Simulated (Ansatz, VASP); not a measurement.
KCl: VASP beside Ansatz

Contents of POSCAR:

```
KCl
1.0
    0.0000000000      3.0942150827      3.1448471213
    3.0942150827      0.0000000000      3.1448471213
    3.0942150827      3.0942150827      0.0000000000
K Cl
1 1
Direct
    0.0000000000      0.0000000000      0.0000000000
    0.5000000000      0.5000000000      0.5000000000
```

File INCAR.step1:

```
SYSTEM = KCl
ALGO = Normal ; EDIFF = 1E-4
ENCUT = 520 ; GGA = PE
ISMEAR = 0 ; LASPH = .True.
LCHARG = .False. ; LREAL = .False.
LWAVE = .True. ; NBANDS = 15
NELM = 60 ; PREC = Accurate
SIGMA = 0.01
```

Contents of INCAR.step2:

```
SYSTEM = KCl
ALGO = Normal ; EDIFF = 1E-6
ENCUT = 520 ; ISIF = 2
ISMEAR = 0 ; ISTART = 1
LASPH = .True. ; LCHARG = .False.
LMIXTAU = .True. ; LREAL = .False.
LWAVE = .False. ; METAGGA = R2SCAN
NBANDS = 15 ; NELM = 60
PREC = Accurate ; SIGMA = 0.01
```

Contents of KPOINTS:

```
k-points
0
Gamma
  8 8 8
  0 0 0
```

Input for Ansatz:

```yaml
crystal:
  lattice:
    - [0.0, 3.0942150827, 3.1448471213]
    - [3.0942150827, 0.0, 3.1448471213]
    - [3.0942150827, 3.0942150827, 0.0]
  atoms:
    - { symbol: K, position: [0.0, 0.0, 0.0] }
    - { symbol: Cl, position: [0.5, 0.5, 0.5] }
kpoints:
  mp_grid: { grid: [8, 8, 8] }
  band_path:
    path:
      - [0.0, 0.0, 0.0]
      - [0.5, 0.0, 0.5]
      - [0.625, 0.25, 0.625]
      - [0.375, 0.375, 0.75]
      - [0.5, 0.5, 0.5]
      - [0.5, 0.25, 0.75]
    npoints: 1
hamiltonian:
  xc: r2scan
scf:
  occupations: { method: fixed }
  n_extra_bands: 4
output:
  forces: true
  stress: true
  eigenvalues: true
  write_density: true
  write_potential: true
  elf: true
  volumetric_format: npy
```

Change from the starting cell: biaxial_xy strain -1.6%.

Alike in both runs: task single point; functional r2SCAN; k mesh 8 × 8 × 8; no spin polarisation.

```csv
,VASP,Ansatz
version,VASP 6.6.1,Ansatz 0.2.0
potentials or method,"VASP PAW PBE potentials, release 64 (K_sv, Cl)","plane waves, PAW"
plane-wave cutoff (eV),520,500
occupations,"gaussian, width 0.01 eV",fixed
valence electrons in the cell,16,16
```

|  | VASP | Ansatz | Ansatz less VASP |
| --- | --- | --- | --- |
| gap on the k mesh at the Fermi level (eV) | 5.95 | 5.94 | -0.003 |
| pressure (GPa) | 0.7 | 0.7 | +0.01 |
| traceless stress, the component that is largest in VASP (GPa) | -0.51 | -0.50 | +0.007 |

VASP's potentials were made for PBE, not for r2SCAN.
